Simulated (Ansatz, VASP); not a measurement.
# Two plane-wave programs on Te

The input INCAR:

```
ALGO = Normal
EDIFF = 1E-6
ENCUT = 520
GGA = PE
ISIF = 2
ISMEAR = 0
LASPH = T
LCHARG = F
LREAL = F
LWAVE = F
NBANDS = 9
NELM = 60
PREC = Accurate
SIGMA = 0.1
```

KPOINTS

```
k-points
0
Gamma
  16 16 16
```

File POSCAR:

```
Te
1.0
   -1.7843453896      1.7843453896      1.7843453896
    1.7843453896     -1.7843453896      1.7843453896
    1.7843453896      1.7843453896     -1.7843453896
Te
1
Direct
    0.0000000000      0.0000000000      0.0000000000
```

Input for Ansatz:

```yaml
crystal:
  lattice:
    - [-1.7843453896, 1.7843453896, 1.7843453896]
    - [1.7843453896, -1.7843453896, 1.7843453896]
    - [1.7843453896, 1.7843453896, -1.7843453896]
  atoms:
    - { symbol: Te, position: [0.0, 0.0, 0.0] }
basis:
  ecutwfc: 420
kpoints:
  mp_grid: { grid: [16, 16, 16] }
hamiltonian:
  xc: pbe
scf:
  occupations: { method: gaussian, width: 0.1 }
output:
  forces: true
  stress: true
  eigenvalues: true
```

Alike in both runs: task single point; functional PBE; k mesh 16 × 16 × 16; occupations gaussian, width 0.1 eV; no spin polarisation.

|  | VASP | Ansatz |
| --- | --- | --- |
| version | VASP 6.6.1 | Ansatz 0.2.0 |
| potentials or method | VASP PAW PBE potentials, release 64 (Te), cutoff 520 eV | scalar-relativistic, plane waves, PAW |
| valence electrons in the cell | 6 | 16 |

VASP gave:

```
gap on the k mesh at the Fermi level (eV) : none
pressure (GPa)                            : 21.1
```

Problem. Which values does Ansatz return?

Solution. gap on the k mesh at the Fermi level (eV): none; pressure (GPa): 21.2.

A gap of «none» marks a metal or a gap that the smearing closes. VASP's potentials hold 6 valence electrons a cell and Ansatz's 16, so a difference there can come from the potentials and not from the codes.

Neither program's run includes spin-orbit coupling.
